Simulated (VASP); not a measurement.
Write the native input for VASP 6.6.1 that does the following.

* Task: single point
* Functional: PBE
* Potentials or basis: VASP PAW PBE potentials, release 64 (C)
* Cutoff: 520 eV
* k mesh: 11 × 11 × 11
* Occupations: fermi-dirac, width 0.05 eV
* Spin: no spin polarisation
* Dipole correction: no
* Further INCAR settings: ALGO = Normal; EDIFF = 1e-06; NBANDS = 11

The structure of C lies in POSCAR:

```
C
1.0
    0.0000000000      1.7833700000      1.7833700000
    1.7833700000      0.0000000000      1.7833700000
    1.7833700000      1.7833700000      0.0000000000
C
2
Direct
    0.7500000000      0.7500000000      0.7500000000
    0.5000000000      0.5000000000      0.5000000000
```

One way to write it, as run:

INCAR

```
PREC = Accurate ; ENCUT = 520
EDIFF = 1E-6 ; ISMEAR = -1
SIGMA = 0.05 ; LREAL = False
LASPH = True ; NELM = 100
ALGO = Normal ; ISIF = 2
LWAVE = False ; LCHARG = False
GGA = PE ; NBANDS = 11
```

KPOINTS

```
Automatic mesh
0
Gamma
  11 11 11
```

Potentials or basis: VASP PAW PBE potentials, release 64 (C).

Launch:

```bash
$ cat potpaw_PBE.64/C/POTCAR > POTCAR
$ mpirun -np 1 vasp_std > vasp.out
```

It gave:

* Pressure: 2.5 GPa
* Band gap on the k mesh: 4.13 eV, indirect (least direct gap 5.59 eV)

It took 4 s on 1 thread of Intel(R) Xeon(R) Platinum 8488C (Sapphire Rapids) (shared host), peak memory 0.11 GiB.
